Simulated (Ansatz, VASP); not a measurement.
## HfN in VASP and in Ansatz

```xyz
4
Lattice="3.1443 0.0000 0.0000 -1.5722 2.7230 0.0000 0.0000 0.0000 5.3439" Properties=species:S:1:pos:R:3 pbc="T T T"
Hf    1.5722    0.9077    4.0079
Hf    0.0000    1.8154    1.3360
N     0.0000    0.0000    0.0000
N     0.0000    0.0000    2.6719
```

Change from the starting cell: strain +0.000 along x and y, -0.015 along z, atoms carried along.

Alike in both runs: task single point; functional r2SCAN; k mesh 18 × 18 × 10; occupations gaussian, width 0.15 eV; no spin polarisation.

|  | VASP | Ansatz |
| --- | --- | --- |
| version | VASP 6.6.1 | Ansatz 0.2.0 |
| potentials or method | VASP PAW PBE potentials, release 64 (Hf_pv, N), cutoff 520 eV | scalar-relativistic, plane waves, PAW |
| valence electrons in the cell | 30 | 62 |

Ansatz gave:

| Quantity | Value |
| --- | --- |
| gap on the k mesh at the Fermi level (eV) | none |
| pressure (GPa) | 4.3 |
| traceless stress, the component that is largest in VASP (GPa) | 4.83 |

Question: Estimate VASP's values.

Answer: gap on the k mesh at the Fermi level (eV): none; pressure (GPa): 1.7; traceless stress, the component that is largest in VASP (GPa): 4.98.

VASP's potentials were made for PBE, not for r2SCAN. A gap of «none» marks a metal or a gap that the smearing closes. VASP's potentials hold 30 valence electrons a cell and Ansatz's 62, so a difference there can come from the potentials and not from the codes.

Spin-orbit coupling is off throughout.
